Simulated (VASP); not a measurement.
Write the native input for VASP 6.6.1 that does the following.

```
Task                   : single point
Functional             : PBEsol
Potentials or basis    : VASP PAW PBE potentials, release 64 (Zn, O)
Cutoff                 : 520 eV
k mesh                 : 12 × 12 × 6
Occupations            : gaussian, width 0.02 eV
Spin                   : no spin polarisation
Dipole correction      : no
Further INCAR settings : ALGO = Normal; EDIFF = 1e-07; NBANDS = 26
```

The structure of ZnO lies in POSCAR:

```
ZnO
1.0
    3.2789307135      0.0000000000      0.0000000000
   -1.6394653567      2.8396372951      0.0000000000
    0.0000000000      0.0000000000      4.9012310743
Zn O
2 2
Direct
    0.6666666664      0.3333333336      0.4929077939
    0.3333333336      0.6666666664     -0.0070922061
    0.6666666670      0.3333333330      0.8874022061
    0.3333333330      0.6666666670      0.3874022061
```

This cell differs from its parent crystal: uniaxial strain along c: -6.0 %.

These files were run (other wordings do the same):

INCAR

```
SYSTEM = ZnO
ALGO     = Normal         ! electronic algorithm
EDIFF    = 1E-7           ! SCF threshold, eV
ENCUT    = 520            ! plane-wave cutoff, eV
GGA      = PS             ! functional
ISIF     = 2              ! what is computed and relaxed
ISMEAR   = 0              ! smearing method
LASPH    = .True.         ! aspherical terms in the spheres
LCHARG   = .False.        ! write CHGCAR
LREAL    = .False.        ! projectors in reciprocal space
LWAVE    = .False.        ! write WAVECAR
NBANDS   = 26             ! bands
NELM     = 80             ! most SCF steps
PREC     = Accurate       ! precision mode
SIGMA    = 0.02           ! smearing width, eV
```

KPOINTS

```
k-points
0
Gamma
  12 12 6
  0 0 0
```

Potentials or basis: VASP PAW PBE potentials, release 64 (Zn, O).

Run with:

```sh
$ cat potpaw_PBE.64/Zn/POTCAR potpaw_PBE.64/O/POTCAR > POTCAR
$ mpirun -np 1 vasp_std > vasp.out
```

Results of the run:

* Pressure: 5.8 GPa
* Largest force: 0.289 eV/Å
* Band gap on the k mesh: 0.81 eV

Caveat: the cell differs from its parent crystal (uniaxial strain along c: -6.0 %); the stress differs along the axes, from 2 to 13 GPa; the PAW data sets were made with another functional, which shifts forces and pressure a little.

Run time: 110 s on 1 thread of Intel Xeon 8259CL, on a shared host, peak memory 0.21 GiB.
